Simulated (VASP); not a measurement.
# TePb (Fm-3m) in VASP: elastic constants with PBEsol

Aim: the elastic constants of TePb with PBEsol.

Everything below comes from runs of VASP 6.6.1. Logs are shortened: lines on timing, memory, paths and dates and some standing lists are left out, and cuts for length are marked.

## 1. The cell of the first run

It takes space group Fm-3m (No. 225, cubic). Conventional cell: a = 6.462 Å, b = 6.462 Å, c = 6.462 Å, α = 90.00°, β = 90.00°, γ = 90.00°. Within 4.3 Å of Te (site symmetry m-3m) lie 6 Pb at 3.23 Å. Within 4.3 Å of Pb (site symmetry m-3m) lie 6 Te at 3.23 Å.

## 2. Elastic constants, PBEsol

INCAR

```
SYSTEM = TePb
PREC     = Accurate       ! precision mode
ENCUT    = 600            ! plane-wave cutoff, eV
EDIFF    = 1E-8           ! SCF threshold, eV
ISMEAR   = 0              ! smearing method
SIGMA    = 0.01           ! smearing width, eV
LREAL    = .False.        ! projectors in reciprocal space
LASPH    = .True.         ! aspherical terms in the spheres
NELM     = 80             ! most SCF steps
ALGO     = Normal         ! electronic algorithm
ISIF     = 3              ! what is computed and relaxed
LWAVE    = .False.        ! write WAVECAR
LCHARG   = .True.         ! write CHGCAR
GGA      = PS             ! functional
NBANDS   = 17             ! bands
IBRION   = 6              ! ionic algorithm
NFREE    = 2            
POTIM    = 0.015          ! step
NSW      = 1              ! ionic steps
```

KPOINTS

```
regular mesh
0
Gamma
  6 6 6
  0 0 0
```

POSCAR

```
TePb
1.0
    0.0000000000      3.2310000000      3.2310000000
    3.2310000000      0.0000000000      3.2310000000
    3.2310000000      3.2310000000      0.0000000000
Te Pb
1 1
Direct
    0.5000000000      0.5000000000      0.5000000000
    0.0000000000      0.0000000000      0.0000000000
```

Potentials or basis: VASP PAW PBE potentials, release 64 (Te, Pb_d).

The run is started by

```console
cat potpaw_PBE.64/Te/POTCAR potpaw_PBE.64/Pb_d/POTCAR > POTCAR
mpirun -np 1 vasp_std > vasp.out
```

OUTCAR:

```text
SYSTEM = TePb
   PREC = Accurate
   ENCUT = 600
   EDIFF = 1E-8
   ISMEAR = 0
   LREAL = .False.
   LASPH = .True.
   NELM = 80
   ISIF = 3
   GGA = PS
   IBRION = 6
   NFREE = 2
   POTIM = 0.015
   NSW = 1

 ion  position               nearest neighbor table
   1  0.500  0.500  0.500-   2 3.23   2 3.23   2 3.23   2 3.23   2 3.23   2 3.23
   2  0.000  0.000  0.000-   1 3.23   1 3.23   1 3.23   1 3.23   1 3.23   1 3.23

  LATTYP: Found a face centered cubic cell.
 ALAT       =     6.4620000000

  Lattice vectors:

 A1 = (   0.0000000000,   3.2310000000,   3.2310000000)
 A2 = (   3.2310000000,   0.0000000000,   3.2310000000)
 A3 = (   3.2310000000,   3.2310000000,   0.0000000000)

Analysis of symmetry for initial positions (statically):
=====================================================================
 Subroutine PRICEL returns:
 Original cell was already a primitive cell.

 Routine SETGRP: Setting up the symmetry group for a
 face centered cubic supercell.

 Subroutine GETGRP returns: Found 48 space group operations
 (whereof 48 operations were pure point group operations)
 out of a pool of 48 trial point group operations.

The static configuration has the point symmetry O_h .

Analysis of symmetry for dynamics (positions and initial velocities):
=====================================================================
 Subroutine PRICEL returns:
 Original cell was already a primitive cell.

 Routine SETGRP: Setting up the symmetry group for a
 face centered cubic supercell.

 Subroutine GETGRP returns: Found 48 space group operations
 (whereof 48 operations were pure point group operations)
 out of a pool of 48 trial point group operations.

The dynamic configuration has the point symmetry O_h .

 Subroutine INISYM returns: Found 48 space group operations
 (whereof 48 operations are pure point group operations),
 and found     1 'primitive' translations

----------------------------------------------------------------------------------------

                                     Primitive cell

  volume of cell :      67.4592

  direct lattice vectors                    reciprocal lattice vectors
     0.000000000  3.231000000  3.231000000    -0.154750851  0.154750851  0.154750851
     3.231000000  0.000000000  3.231000000     0.154750851 -0.154750851  0.154750851
     3.231000000  3.231000000  0.000000000     0.154750851  0.154750851 -0.154750851

  length of vectors
     4.569324020  4.569324020  4.569324020     0.268036337  0.268036337  0.268036337

  position of ions in fractional coordinates (direct lattice)
     0.500000000  0.500000000  0.500000000
     0.000000000  0.000000000  0.000000000

  ion indices of the primitive-cell ions
   primitive index   ion index
                 1           1
                 2           2

----------------------------------------------------------------------------------------

 KPOINTS: regular mesh

Automatic generation of k-mesh.
 Grid dimensions read from file:
 generate k-points for:    6    6    6

 Generating k-lattice:

  Cartesian coordinates                     Fractional coordinates (reciprocal lattice)
    -0.025791809  0.025791809  0.025791809     0.166666667  0.000000000  0.000000000
     0.025791809 -0.025791809  0.025791809     0.000000000  0.166666667  0.000000000
     0.025791809  0.025791809 -0.025791809     0.000000000  0.000000000  0.166666667

  Length of vectors
     0.044672723  0.044672723  0.044672723

  Shift w.r.t. Gamma in fractional coordinates (k-lattice)
     0.000000000  0.000000000  0.000000000

 Subroutine IBZKPT returns following result:
 ===========================================

 Found     16 irreducible k-points:

 Following reciprocal coordinates:
            Coordinates               Weight
[... 46 lines left out ...]
   NUPDOWN=      -1.0000    fix difference up-down
   EMIN   =  10.00;   EMAX   =-10.00  energy-range for DOS
   EFERMI =   0.00;   METHOD = LEGACY
   ISMEAR =     0;   SIGMA  =   0.01  broadening in eV -4-tet -1-fermi 0-gaus
   EFERMI_NEDOS =   21; number of points for ismear=-14 and -15
   IALGO  =     38    algorithm
   IMIX   =      4    mixing-type and parameters
     AMIX     =   0.40;   BMIX     =  1.00
     AMIX_MAG =   1.60;   BMIX_MAG =  1.00
  volume/ion in A,a.u.               =      33.73       227.62
  Fermi-wavevector in a.u.,A,eV,Ry     =   1.091619  2.062861 16.213147  1.191633
  Thomas-Fermi vector in A             =   2.227868
   LORBIT       =      0    0 simple, 1 ext, 2 COOP (PROOUT), +10 PAW based schemes
   GGA     = PS    functional components
   LHFCALC =     F    Hartree Fock is set to
   AEXX    =    0.0000 exact exchange contribution
   IVDW    =     0    specifies the selected vdW correction
   LEPSILON=     F    determine dielectric tensor
   LRPA    =     F    only Hartree local field effects (RPA)
 finite differences with symmetry
 non-spin polarized calculation
 Gauss-broadening in eV      SIGMA  =   0.01
  energy-cutoff  :      600.00
  volume of cell :       67.46
 maximum number of plane-waves:      2285
 NGX is ok and might be reduce to    40
   NGX = 19   NGY = 19   NGZ = 19

--------------------------------------- Ionic step        1  -------------------------------------------

 number of electron      19.9999998 magnetization

 Free energy of the ion-electron system (eV)
  ---------------------------------------------------
  ext. energy  EPLUGINS =         0.00000000
  ---------------------------------------------------
  free energy    TOTEN  =        -8.25955093 eV

  energy without entropy =       -8.25955093  energy(sigma->0) =       -8.25955093

------------------------ aborting loop because EDIFF is reached ----------------------------------------

  FORCE on cell =-STRESS in cart. coord.  units (eV):
  Direction    XX          YY          ZZ          XY          YZ          ZX
  --------------------------------------------------------------------------------------
  -------------------------------------------------------------------------------------
  Total       -0.1576907     -0.1576907     -0.1576907     -0.0000000      0.0000000      0.0000000
  in kB       -3.7452070     -3.7452070     -3.7452070     -0.0000000      0.0000000      0.0000000
  external PRESSURE =      -3.7452070 kB  Pullay stress =       0.0000000 kB
[... 89 lines left out ...]
  FREE ENERGIE OF THE ION-ELECTRON SYSTEM (eV)
  ---------------------------------------------------
  free  energy   TOTEN  =        -8.2557844330 eV

  energy  without entropy=       -8.2557844330  energy(sigma->0) =       -8.25578443

[... ionic steps 4 to 14 ...]

--------------------------------------- Ionic step       15  -------------------------------------------

 number of electron      19.9999998 magnetization

------------------------ aborting loop because EDIFF is reached ----------------------------------------
[... 67 lines left out ...]
--------------------------------------- Ionic step       17  -------------------------------------------

 number of electron      19.9999999 magnetization

 Free energy of the ion-electron system (eV)
  ---------------------------------------------------
  ext. energy  EPLUGINS =         0.00000000
  ---------------------------------------------------
  free energy    TOTEN  =        -8.25952356 eV

  energy without entropy =       -8.25952356  energy(sigma->0) =       -8.25952356

 E-fermi :   5.5064     XC(G=0):  -9.4707

 val. band max:        5.4578606558   @ k =   0.5000   0.0000   0.0000
 cond. band min:       6.1276869748   @ k =   0.5000   0.0000   0.0000
 fundamental gap:      0.6698263189
 Fermi energy:         5.5063906481

 k-point     1 :       0.0000    0.0000    0.0000
  band No.  band energies     occupation
      1     -11.1704      2.00000
      2     -11.1704      2.00000
      3     -11.1594      2.00000
      4     -11.1594      2.00000
      5     -11.1594      2.00000
      6      -6.5739      2.00000
[... 457 lines left out ...]
      4     -11.1445      2.00000
      5     -11.1391      2.00000
      6      -4.8353      2.00000
[... 9 lines left out ...]
     16      13.7937      0.00000
     17      15.7618      0.00000

 [... further k-points ...]
[... 5 lines left out ...]
  --------------------------------------------------------------------------------------
  -------------------------------------------------------------------------------------
  Total       -0.1545012     -0.1579772     -0.1579772     -0.0000000      0.0000000      0.0000000
  in kB       -3.6694542     -3.7520108     -3.7520108     -0.0000000      0.0000000      0.0000000
  external PRESSURE =      -3.7244919 kB  Pullay stress =       0.0000000 kB
[... 17 lines left out ...]
  FREE ENERGIE OF THE ION-ELECTRON SYSTEM (eV)
  ---------------------------------------------------
  free  energy   TOTEN  =        -8.2595235586 eV

  energy  without entropy=       -8.2595235586  energy(sigma->0) =       -8.25952356

 INTERNAL STRAIN TENSORS FROM STRAINED CELLS
 ============================================

 INTERNAL STRAIN TENSOR FOR ION    1 for displacements in x,y,z  (eV/Angst):
          X           Y           Z          XY          YZ          ZX
  --------------------------------------------------------------------------------
  x    -0.00000    -0.00000    -0.00000    -0.00000    -0.00000     0.00000
  y    -0.00000     0.00000     0.00000    -0.00000     0.00000     0.00000
  z     0.00000     0.00000    -0.00000    -0.00000     0.00000     0.00000

 INTERNAL STRAIN TENSORS FROM DISPLACED ATOMS
 ============================================

 INTERNAL STRAIN TENSOR FOR ION    1 for displacements in x,y,z  (eV/Angst):
          X           Y           Z          XY          YZ          ZX
  --------------------------------------------------------------------------------
  x     0.00000     0.00000     0.00000     0.00000     0.00000     0.00000
  y     0.00000     0.00000     0.00000     0.00000     0.00000     0.00000
  z     0.00000     0.00000     0.00000     0.00000     0.00000     0.00000

 INTERNAL STRAIN TENSOR FOR ION    2 for displacements in x,y,z  (eV/Angst):
          X           Y           Z          XY          YZ          ZX
  --------------------------------------------------------------------------------
  x     0.00000     0.00000     0.00000     0.00000     0.00000     0.00000
  y     0.00000     0.00000     0.00000     0.00000     0.00000     0.00000
  z     0.00000     0.00000     0.00000     0.00000     0.00000     0.00000

 Eigenvectors and eigenvalues of the dynamical matrix
 ----------------------------------------------------

   1 f  =    0.888031 THz     5.579661 2PiTHz   29.621513 cm-1     3.672598 meV
             X         Y         Z           dx          dy          dz
      3.231000  3.231000  3.231000     0.309845    0.724926    0.000000
      0.000000  0.000000  0.000000    -0.241789   -0.565700    0.000000
[... 21 lines left out ...]
   6 f/i=    0.002420 THz     0.015204 2PiTHz    0.080716 cm-1     0.010008 meV
             X         Y         Z           dx          dy          dz
      3.231000  3.231000  3.231000    -0.024411   -0.610983   -0.067687
      0.000000  0.000000  0.000000    -0.031282   -0.782956   -0.086739

--------------------------------------------------------------------------------------------------------

 ELASTIC MODULI CONTR FROM IONIC RELAXATION (kBar)
 Direction    XX          YY          ZZ          XY          YZ          ZX
 --------------------------------------------------------------------------------
 XX           0.0000      0.0000      0.0000      0.0000      0.0000      0.0000
 YY           0.0000      0.0000      0.0000      0.0000      0.0000      0.0000
 ZZ           0.0000      0.0000      0.0000      0.0000      0.0000      0.0000
 XY           0.0000      0.0000      0.0000      0.0000      0.0000      0.0000
 YZ           0.0000      0.0000      0.0000      0.0000      0.0000      0.0000
 ZX           0.0000      0.0000      0.0000      0.0000      0.0000      0.0000
 --------------------------------------------------------------------------------

 TOTAL ELASTIC MODULI (kBar)
 Direction    XX          YY          ZZ          XY          YZ          ZX
 --------------------------------------------------------------------------------
 XX        1218.7282     52.2814     52.2814     -0.0000      0.0000     -0.0000
 YY          52.2814   1218.7282     52.2814     -0.0000     -0.0000      0.0000
 ZZ          52.2814     52.2814   1218.7282      0.0000     -0.0000      0.0000
 XY          -0.0000     -0.0000      0.0000    148.7714      0.0000      0.0000
 YZ           0.0000     -0.0000     -0.0000      0.0000    148.7714      0.0000
 ZX          -0.0000      0.0000      0.0000      0.0000      0.0000    148.7714
 --------------------------------------------------------------------------------
```

It took 25 min on 1 thread of AMD EPYC 7R13, shared host; peak memory 0.35 GiB.

What came out:

```
Elastic constants C11, C12, C44                         : 122, 5, 15 GPa
Voigt bulk modulus                                      : 44 GPa
Highest phonon frequency at Γ, LO-TO splitting left out : 30 cm⁻¹
```

Phonon frequencies in cm⁻¹ (negative: imaginary):
```
              q point     frequencies
(0.000, 0.000, 0.000)  0 0 0 30 30 30
```

Elastic tensor in Voigt notation (GPa, in the Cartesian axes of the cell as first typed):
```
122   5   5   0   0   0
  5 122   5   0   0   0
  5   5 122   0   0   0
  0   0   0  15   0   0
  0   0   0   0  15   0
  0   0   0   0   0  15
```

Clamped-ion elastic tensor (GPa):
```
122   5   5   0   0   0
  5 122   5   0   0   0
  5   5 122   0   0   0
  0   0   0  15   0   0
  0   0   0   0  15   0
  0   0   0   0   0  15
```

Caveat: the PAW data sets were made with another functional, which shifts forces and pressure a little; spin-orbit coupling is left out, which moves the levels of the heavy elements.
